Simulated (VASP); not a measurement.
# Li32S17 (a cell with a defect) in VASP: single point with PBEsol

Aim: the single point of Li32S17 (a cell with a defect) with PBEsol.

Program: VASP 6.6.1. These are calculated values, not measurements. Logs are shortened: lines on timing, memory, paths and dates and some standing lists are left out, and cuts for length are marked.

## 1. The cell of the first run

The cell holds a defect, 49 atoms: a = 9.795 Å, b = 9.795 Å, c = 9.795 Å, α = 109.47°, β = 109.47°, γ = 109.47°.

## 2. Single point, PBEsol, collinear spin (with an interstitial atom, then relaxed in part)

Contents of INCAR:

```
SYSTEM = Li32S17
PREC     = Accurate       ! precision mode
ENCUT    = 650            ! plane-wave cutoff, eV
EDIFF    = 1E-6           ! SCF threshold, eV
ISMEAR   = 0              ! smearing method
SIGMA    = 0.01           ! smearing width, eV
LREAL    = Auto         
LASPH    = .True.         ! aspherical terms in the spheres
NELM     = 200            ! most SCF steps
ALGO     = Normal         ! electronic algorithm
ISIF     = 2              ! what is computed and relaxed
LWAVE    = .False.        ! write WAVECAR
LCHARG   = .False.        ! write CHGCAR
ISPIN    = 2              ! spin polarisation
MAGMOM   = 0.077 0 0 0 0 0 0 0 0 0.077 0 0 0.077 0.077 0 0 0.077 0 0.077 0 0 0 0 0 0.077 0 0.077 0 0 0 0 0 0.077 0 0.077 0 0 0 0 0 0 0 0.077 0 0 0 0.077 0 0.077 ! initial moments
LORBIT   = 11             ! projections on sites
GGA      = PS             ! functional
NELECT   = 199.0        
NBANDS   = 133            ! bands
GGA_COMPAT= .False.      
KPAR     = 2            
NCORE    = 2
```

Contents of KPOINTS:

```
Automatic mesh
0
Gamma
  2 2 2
  0.5 0.5 0.5
```

Contents of POSCAR:

```
Li32S17
1.0
    5.6548817363      5.6548817363      5.6548817363
   -5.6548817363      5.6548817363     -5.6548817363
   -5.6548817363     -5.6548817363      5.6548817363
Li S
32 17
Direct
    0.7430387510     -0.0000000325      0.0035812573
    0.7549769768      0.7488538234      0.2549769768
   -0.0022782618      0.7484410103     -0.0010316516
    0.7525613246      0.5053866740      0.5046779696
    0.0046779696      0.5053866740      0.2525613246
    0.2471747027      0.4946133325     -0.0007086356
    0.7505274480      0.2515590322      0.7492808404
    0.0061231451      0.2511461305      0.5061231451
    0.2492808404      0.2515590322      0.2505274480
    0.4939969312      0.2447516085     -0.0060030688
   -0.0056451621     -0.0000000365      0.7469504602
    0.2469504602     -0.0000000365      0.4943548379
    0.5035812573     -0.0000000325      0.2430387510
    0.2492451794      0.7552483949      0.7492451794
    0.4989683484      0.7484410103      0.4977217382
    0.4992913644      0.4946133325      0.7471747027
    0.2569612165     -0.0000000325     -0.0035812897
    0.2494726619      0.7484410103      0.2507192721
    0.5060032155      0.7552483949      0.0060032155
    0.2474386298      0.4946133325      0.4953219681
    0.5007087044      0.5053866740      0.2528253494
    0.7528253494      0.5053866740      0.0007087044
    0.2450229854      0.2511461305      0.7450229854
    0.5010315842      0.2515590322      0.5022781918
    0.7507546772      0.2447516085      0.2507546772
    0.0022781918      0.2515590322      0.0010315842
    0.4964187103     -0.0000000325      0.7569612165
    0.7530495033     -0.0000000365      0.5056451255
    0.0056451255     -0.0000000365      0.2530495033
    0.7507192721      0.7484410103      0.7494726619
   -0.0061231533      0.7488538234      0.4938768467
   -0.0046780319      0.4946133325      0.7474386298
    0.5031945173      0.2710198426      0.2678253254
    0.5000000143      0.0000000286      0.5000000143
    0.7763374464     -0.0000000105      0.2763374464
    0.4968054929      0.7289802111      0.7321747182
    0.7478844016      0.7489977150      0.5011133135
    0.0011133135      0.7489977150      0.2478844016
    0.5000000076      0.4999999870      0.0000000076
    0.7500000111      0.5000000221      0.7500000111
   -0.0000000206      0.4999999870      0.4999999794
    0.2500000111      0.5000000221      0.2500000111
    0.7678253254      0.2710198426      0.0031945173
   -0.0011132898      0.2510023113      0.7521156011
    0.2521156011      0.2510023113      0.4988867102
    0.0000000143      0.0000000286      0.0000000143
    0.2236625431     -0.0000000105      0.7236625431
    0.2321747182      0.7289802111     -0.0031945071
    0.4999999755     -0.0000000490     -0.0000000245
```

Potentials or basis: VASP PAW PBE potentials, release 64 (Li_sv, S).

On the command line:

```
cat potpaw_PBE.64/Li_sv/POTCAR potpaw_PBE.64/S/POTCAR > POTCAR
mpirun -np 4 vasp_std > vasp.out
```

OUTCAR:

```text
SYSTEM = Li32S17
   PREC = Accurate
   ENCUT = 650
   EDIFF = 1E-6
   ISMEAR = 0
   LREAL = Auto
   LASPH = .True.
   NELM = 200
   ISIF = 2
   ISPIN = 2
   LORBIT = 11
   GGA = PS
   NELECT = 199.0

 ion  position               nearest neighbor table
   1  0.743  1.000  0.004-  49 2.37  46 2.53  35 2.58  36 2.59  43 2.59
   2  0.755  0.749  0.255-  35 2.33  37 2.43  38 2.43  39 2.48
   3  0.998  0.748  0.999-  48 2.37  38 2.43  40 2.43  46 2.45
   4  0.753  0.505  0.505-  33 2.36  37 2.41  40 2.43  41 2.46
   5  0.005  0.505  0.253-  43 2.36  38 2.41  42 2.43  41 2.46
   6  0.247  0.495  0.999-  48 2.36  44 2.41  42 2.43  39 2.46
   7  0.751  0.252  0.749-  43 2.37  44 2.43  40 2.43  34 2.45
   8  0.006  0.251  0.506-  35 2.33  44 2.43  45 2.43  41 2.48
   9  0.249  0.252  0.251-  33 2.37  45 2.43  42 2.43  46 2.45
  10  0.494  0.245  0.994-  49 2.44  39 2.46  43 2.58  33 2.58  47 2.58
  11  0.994  1.000  0.747-  47 2.33  37 2.43  44 2.43  46 2.46
  12  0.247  1.000  0.494-  47 2.33  38 2.43  45 2.43  34 2.46
  13  0.504  1.000  0.243-  49 2.37  34 2.53  35 2.58  48 2.59  33 2.59
  14  0.249  0.755  0.749-  49 2.44  41 2.46  48 2.58  36 2.58  47 2.58
  15  0.499  0.748  0.498-  36 2.37  37 2.43  42 2.43  34 2.45
  16  0.499  0.495  0.747-  36 2.36  45 2.41  40 2.43  39 2.46
  17  0.257  1.000  0.996-  49 2.37  46 2.53  47 2.58  48 2.59  33 2.59
[... 45 lines left out ...]
  48  0.232  0.729  0.997-   6 2.36  32 2.36  18 2.37   3 2.37  19 2.58  14 2.58  17 2.59  13 2.59

  49  0.500  1.000  1.000-   1 2.37  13 2.37  17 2.37  27 2.37  25 2.44  10 2.44  19 2.44  14 2.44

  LATTYP: Found a body centered cubic cell.
 ALAT       =    11.3097634726

  Lattice vectors:

 A1 = (   5.6548817363,   5.6548817363,   5.6548817363)
 A2 = (  -5.6548817363,   5.6548817363,  -5.6548817363)
 A3 = (  -5.6548817363,  -5.6548817363,   5.6548817363)

Analysis of symmetry for initial positions (statically):
=====================================================================
 Subroutine PRICEL returns:
 Original cell was already a primitive cell.

 Routine SETGRP: Setting up the symmetry group for a
 body centered cubic supercell.

 Subroutine GETGRP returns: Found  8 space group operations
 (whereof  4 operations were pure point group operations)
 out of a pool of 48 trial point group operations.

The static configuration has the point symmetry C_2h.
 The point group associated with its full space group is D_2h.

Analysis of symmetry for dynamics (positions and initial velocities):
=====================================================================
 Subroutine PRICEL returns:
 Original cell was already a primitive cell.

 Routine SETGRP: Setting up the symmetry group for a
 body centered cubic supercell.

 Subroutine GETGRP returns: Found  8 space group operations
 (whereof  4 operations were pure point group operations)
 out of a pool of 48 trial point group operations.

The dynamic configuration has the point symmetry C_2h.
 The point group associated with its full space group is D_2h.

Analysis of structural, dynamic, and magnetic symmetry:
=====================================================================
 Subroutine PRICEL returns:
 Original cell was already a primitive cell.

 Routine SETGRP: Setting up the symmetry group for a
 body centered cubic supercell.

 Subroutine GETGRP returns: Found  4 space group operations
 (whereof  2 operations were pure point group operations)
 out of a pool of 48 trial point group operations.

The overall configuration has the point symmetry C_2 .
 The point group associated with its full space group is C_2v.

 Subroutine INISYM returns: Found  4 space group operations
 (whereof  2 operations are pure point group operations),
 and found     1 'primitive' translations

----------------------------------------------------------------------------------------

                                     Primitive cell

  volume of cell :     723.3202

[... 156 lines left out ...]
   LSORBIT =      F    spin-orbit coupling
   LASPH  =      T    aspherical Exc in radial PAW
   ENCUT  =  650.0 eV  47.77 Ry    6.91 a.u.  20.36 20.36 20.36*2*pi/ulx,y,z
   NELM   =    200;   NELMIN=  2; NELMDL= -5     # of ELM steps
   EDIFF  = 0.1E-05   stopping-criterion for ELM
   LREAL  =      T    real-space projection
   EDIFFG = 0.1E-04   stopping-criterion for IOM
   NSW    =      0    number of steps for IOM
   IBRION =     -1    ionic relax: 0-MD 1-quasi-New 2-CG
   NFREE  =      0    steps in history (QN), initial steepest desc. (CG)
   ISIF   =      2    stress and relaxation
   ISYM   =      2    0-nonsym 1-usesym 2-fastsym
   POTIM  = 0.5000    time-step for ionic-motion
   TEBEG  =    0.0;   TEEND  =   0.0 temperature during run
   PSTRESS=    0.0 pullay stress
   NELECT =     199.0000    total number of electrons
   NUPDOWN=      -1.0000    fix difference up-down
   EMIN   =  10.00;   EMAX   =-10.00  energy-range for DOS
   EFERMI =   0.00;   METHOD = LEGACY
   ISMEAR =     0;   SIGMA  =   0.01  broadening in eV -4-tet -1-fermi 0-gaus
   EFERMI_NEDOS =   21; number of points for ismear=-14 and -15
   IALGO  =     38    algorithm
   IMIX   =      4    mixing-type and parameters
     AMIX     =   0.40;   BMIX     =  1.00
     AMIX_MAG =   1.60;   BMIX_MAG =  1.00
  volume/ion in A,a.u.               =      14.76        99.62
  Fermi-wavevector in a.u.,A,eV,Ry     =   1.064753  2.012092 15.424920  1.133700
  Thomas-Fermi vector in A             =   2.200282
   LORBIT       =     11    0 simple, 1 ext, 2 COOP (PROOUT), +10 PAW based schemes
   GGA     = PS    functional components
   LHFCALC =     F    Hartree Fock is set to
   AEXX    =    0.0000 exact exchange contribution
   IVDW    =     0    specifies the selected vdW correction
   LEPSILON=     F    determine dielectric tensor
   LRPA    =     F    only Hartree local field effects (RPA)
 spin polarized calculation
 Gauss-broadening in eV      SIGMA  =   0.01
  energy-cutoff  :      650.00
  volume of cell :      723.32
 maximum number of plane-waves:     27236
 NGX is ok and might be reduce to    84
   NGX = 41   NGY = 41   NGZ = 41

 number of electron     198.9999960 magnetization       1.0000084

 Free energy of the ion-electron system (eV)
  ---------------------------------------------------
  ext. energy  EPLUGINS =         0.00000000
  ---------------------------------------------------
  free energy    TOTEN  =      -196.38503229 eV

  energy without entropy =     -196.38503229  energy(sigma->0) =     -196.38503229

 E-fermi :   2.9296     XC(G=0):  -8.8944

 val. band max:        2.8913540895   @ k =   0.2500  -0.2500   0.2500
 cond. band min:       2.9677451539   @ k =   0.2500   0.2500   0.2500
 fundamental gap:      0.0763910643
 Fermi energy:         2.9295529851

 spin component 1

 k-point     1 :       0.2500    0.2500    0.2500
  band No.  band energies     occupation
      1     -41.8462      1.00000
      2     -41.8445      1.00000
      3     -41.8396      1.00000
      4     -41.8381      1.00000
      5     -41.7521      1.00000
      6     -41.7510      1.00000
[... 331 lines left out ...]
    110       7.2458      0.00000
    111       7.3945      0.00000
 Fermi energy:         2.9295529851

 spin component 2

 k-point     1 :       0.2500    0.2500    0.2500
  band No.  band energies     occupation
      1     -41.8448      1.00000
      2     -41.8431      1.00000
      3     -41.8383      1.00000
      4     -41.8367      1.00000
      5     -41.7538      1.00000
      6     -41.7526      1.00000
[... 331 lines left out ...]
    110       7.2539      0.00000
    111       7.4379      0.00000
 [bands above 111 left out]

------------------------ aborting loop because EDIFF is reached ----------------------------------------

  FORCE on cell =-STRESS in cart. coord.  units (eV):
  Direction    XX          YY          ZZ          XY          YZ          ZX
  --------------------------------------------------------------------------------------
  -------------------------------------------------------------------------------------
  Total       13.6182916     13.6182916     16.5739643     -1.3983554      0.0000000      0.0000000
  in kB       30.1649520     30.1649520     36.7118617     -3.0974020      0.0000000      0.0000000
  external PRESSURE =      32.3472553 kB  Pullay stress =       0.0000000 kB

 VOLUME and BASIS-vectors are now :
 -----------------------------------------------------------------------------
  energy-cutoff  :      650.00
  volume of cell :      723.32
      direct lattice vectors                 reciprocal lattice vectors
     5.654881736  5.654881736  5.654881736     0.000000000  0.088419179  0.088419179
    -5.654881736  5.654881736 -5.654881736    -0.088419179  0.088419179  0.000000000
    -5.654881736 -5.654881736  5.654881736    -0.088419179  0.000000000  0.088419179

 POSITION                                       TOTAL-FORCE (eV/Angst)
 -----------------------------------------------------------------------------------
     -1.47334      9.83643     -1.43283         0.005584      0.005584      0.019969
     -1.40724      7.06212      1.47649         0.001029     -0.001029      0.001572
     -4.23939      4.22530      7.05870        -0.000228     -0.003324     -0.004102
     -1.45615      4.25965      4.25164        -0.010367      0.005046      0.006420
     -4.25965      1.45615     -1.40324        -0.005046      0.010367      0.006420
     -7.05011     -1.45615      4.25164         0.005056     -0.010347      0.006438
[... 41 lines left out ...]
     -8.44619     -0.20160      2.82744        -0.001187      0.027493     -0.000000
     -8.48232      2.82744      2.82744        -0.000002      0.000002     -0.000000
 -----------------------------------------------------------------------------------
    total drift:                               -0.000005      0.000005     -0.000002

  FREE ENERGIE OF THE ION-ELECTRON SYSTEM (eV)
  ---------------------------------------------------
  free  energy   TOTEN  =      -196.3850322890 eV

  energy  without entropy=     -196.3850322884  energy(sigma->0) =     -196.38503229

 total charge

# of ion       s       p       d       tot
------------------------------------------
    1        2.020   0.064   0.000   2.084
    2        2.026   0.074   0.000   2.100
    3        2.025   0.072   0.000   2.097
    4        2.026   0.074   0.000   2.099
    5        2.026   0.074   0.000   2.099
    6        2.026   0.074   0.000   2.099
[... 41 lines left out ...]
   48        1.309   2.462   0.000   3.771
   49        1.347   2.446   0.000   3.792
--------------------------------------------------
tot         86.952  44.393   0.000 131.345

 magnetization (x)

# of ion       s       p       d       tot
------------------------------------------
    1       -0.000  -0.001   0.000  -0.001
    2        0.000   0.000   0.000   0.000
    3        0.000   0.001   0.000   0.001
    4        0.000   0.000   0.000   0.000
    5        0.000   0.000   0.000   0.000
    6        0.000   0.000   0.000   0.000
[... 41 lines left out ...]
   48        0.004   0.063   0.000   0.068
   49        0.008   0.291   0.000   0.298
--------------------------------------------------
tot          0.028   0.587   0.000   0.616
```

It took 13 min on 4 MPI ranks of Intel Xeon 6975P-C (Granite Rapids), shared host; peak memory 1 GiB.

What came out:

| Item | Value |
| --- | --- |
| Free energy | -196.3850 eV |
| Largest force | 0.028 eV/Å |
| Net moment | 1.00 μB per cell |
| Site moments | Li -0.00, +0.00 (each value once); S +0.07, +0.00, +0.01, +0.30 (each value once) μB |
| Valence electrons inside the program's atomic spheres | Li 2.08, 2.10 (each value once); S 3.77, 3.79, 3.78 (each value once) |

Forces in eV/Å, atoms in the order of the input:
```
Li   0.006  0.006  0.020
Li   0.001 -0.001  0.002
Li   0.000 -0.003 -0.004
Li  -0.010  0.005  0.006
Li  -0.005  0.010  0.006
Li   0.005 -0.010  0.006
Li   0.000  0.003 -0.004
Li  -0.001  0.001  0.002
Li  -0.003  0.000 -0.004
Li  -0.003  0.003  0.004
Li  -0.001 -0.001 -0.004
Li   0.001  0.001 -0.004
Li  -0.006 -0.006  0.020
Li   0.003 -0.003  0.004
Li   0.003  0.000 -0.004
Li   0.010 -0.005  0.006
Li  -0.006 -0.006 -0.020
Li   0.000 -0.003  0.004
Li   0.003 -0.003 -0.004
Li   0.010 -0.005 -0.006
Li  -0.010  0.005 -0.006
Li  -0.005  0.010 -0.006
Li  -0.001  0.001 -0.002
Li  -0.003  0.000  0.004
Li  -0.003  0.003 -0.004
Li   0.000  0.003  0.004
Li   0.006  0.006 -0.020
Li  -0.001 -0.001  0.004
Li   0.001  0.001  0.004
Li   0.003  0.000  0.004
Li   0.001 -0.001 -0.002
Li   0.005 -0.010 -0.006
S    0.028 -0.001  0.000
S    0.000  0.000  0.000
S    0.000  0.000 -0.020
S   -0.027  0.001  0.000
S    0.006  0.009  0.000
S   -0.009 -0.006  0.000
S    0.000  0.000  0.000
S    0.000  0.000  0.000
S    0.000  0.000  0.000
S    0.000  0.000  0.000
S    0.001 -0.028  0.000
S    0.009  0.006  0.000
S   -0.006 -0.009  0.000
S    0.000  0.000  0.000
S    0.000  0.000  0.020
S   -0.001  0.027  0.000
S    0.000  0.000  0.000
```

Caveat: the cell carries a net charge on a neutralising background, which shifts energy and pressure; the cell differs from its parent crystal (with an interstitial atom, then relaxed in part); the cell is charged against a uniform background, so pressure and absolute levels hang on convention; the PAW data sets were made with another functional, which shifts forces and pressure a little.
